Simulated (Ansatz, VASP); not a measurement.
# Two plane-wave programs on GePO4

```xyz
6
Lattice="0.0000 4.6761 0.0000 4.6761 0.0000 0.0000 2.3380 2.3380 -3.5642" Properties=species:S:1:pos:R:3 pbc="T T T"
P     0.0000    0.0000    0.0000
Ge    2.3380    4.6761   -1.7821
O     3.0862    3.5538   -2.5663
O     1.2158    3.9279   -0.9980
O     6.2660    5.7984   -2.5663
O     3.4603    0.7482   -0.9980
```

Alike in both runs: task single point; functional r2SCAN; k mesh 5 × 5 × 5; occupations gaussian, width 0.001 eV; no spin polarisation.

|  | VASP | Ansatz |
| --- | --- | --- |
| version | VASP 6.6.1 | Ansatz 0.2.0 |
| potentials or method | VASP PAW PBE potentials, release 64 (P, Ge_d, O), cutoff 660 eV | PAW plane waves |
| valence electrons in the cell | 43 | 43 |

|  | VASP | Ansatz | Ansatz less VASP |
| --- | --- | --- | --- |
| gap on the k mesh at the Fermi level (eV) | none | none | - |
| rms of the force components (eV/Å) | 5.142 | 5.120 | -0.0220 |

VASP's potentials were made for PBE, not for r2SCAN. Atom by atom the forces differ by 0.039 eV/Å (rms over components). A gap of «none» marks a metal or a gap that the smearing closes. The functional is the same, so the differences come from potentials, cutoffs and numerics.
